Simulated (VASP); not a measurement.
Wanted: the native input for a VASP 6.6.1 run.

```
Task                   : single point
Functional             : PBE
Potentials or basis    : VASP PAW PBE potentials, release 64 (Ba_sv, Te)
Cutoff                 : 520 eV
k mesh                 : 6 × 6 × 6
Occupations            : gaussian, width 0.02 eV
Spin                   : no spin polarisation
Dipole correction      : no
Further INCAR settings : ALGO = Normal; EDIFF = 1e-07; NBANDS = 15
```

The structure of BaTe lies in POSCAR:

```
BaTe
1.0
    4.8087295386     -0.0000000029      0.0000000000
   -2.4043647668      4.1644819418      0.0000000000
    0.0000000000      0.0000000000      4.4107795744
Ba Te
1 1
Direct
    0.3333333333      0.6666666667      0.5000000000
    0.6666666667      0.3333333333      0.0000000000
```

The cell was built from a structure type or drawn by symmetry, and may not be a known phase.

One way to write it, as run:

INCAR

```
  PREC = Accurate
  ENCUT = 520
  EDIFF = 1E-7
  ISMEAR = 0
  SIGMA = 0.02
  LREAL = F
  LASPH = T
  NELM = 100
  ALGO = Normal
  ISIF = 2
  LWAVE = F
  LCHARG = F
  GGA = PE
  NBANDS = 15
```

KPOINTS

```
regular mesh
0
Gamma
  6 6 6
```

Potentials or basis: VASP PAW PBE potentials, release 64 (Ba_sv, Te).

Run with:

```sh
$ cat potpaw_PBE.64/Ba_sv/POTCAR potpaw_PBE.64/Te/POTCAR > POTCAR
$ mpirun -np 1 vasp_std > vasp.out
```

Results of the run:

```
Pressure               : 0.3 GPa
Band gap on the k mesh : 1.47 eV
```

Caveat: spin-orbit coupling is left out, which moves the levels of the heavy elements.

It took 43 s on 1 thread of Intel Xeon 8259CL, on a shared host, peak memory 0.22 GiB.
